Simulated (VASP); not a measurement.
Crystal: Au.

```
Au
1.0
     2.87143    0.00000    0.00000
    -1.43571    2.48673    0.00000
     0.00000    0.00000    4.97760
Au
2
Direct
  0.33333 0.66667 0.75000
  0.66667 0.33333 0.25000
```

This cell differs from its parent crystal: z stretched by +2 % at fixed volume.

Base run:

| Quantity | Value |
| --- | --- |
| Program | VASP 6.6.1 |
| Functional | PBE |
| Potentials or basis | VASP PAW PBE potentials, release 64 (Au) |
| Cutoff | 520 eV |
| k mesh | 14 × 14 × 8 |
| Occupations | fermi-dirac, width 0.03 eV |
| Spin | no spin polarisation |

Its results: band gap on the k mesh zero (band 11 reaches 12.67 eV, above the bottom of band 12 at 6.22 eV); pressure 2.1 GPa.

The run is repeated on the same cell with these changes: potentials or basis from VASP PAW PBE potentials, release 64 (Au) to VASP PAW PBE potentials, release 64 (Au_sv_GW); cutoff from 520 eV to 400 eV; further incar settings from ALGO = Normal; EDIFF = 1e-08; NBANDS = 18 to ALGO = Normal; EDIFF = 1e-08; NBANDS = 26; valence electrons from 22 to 38. What comes out?

Band gap on the k mesh zero (band 19 reaches 12.06 eV, above the bottom of band 20 at 5.58 eV); pressure -1.6 GPa.

Caveats: spin-orbit coupling is left out, which moves the levels of the heavy elements.
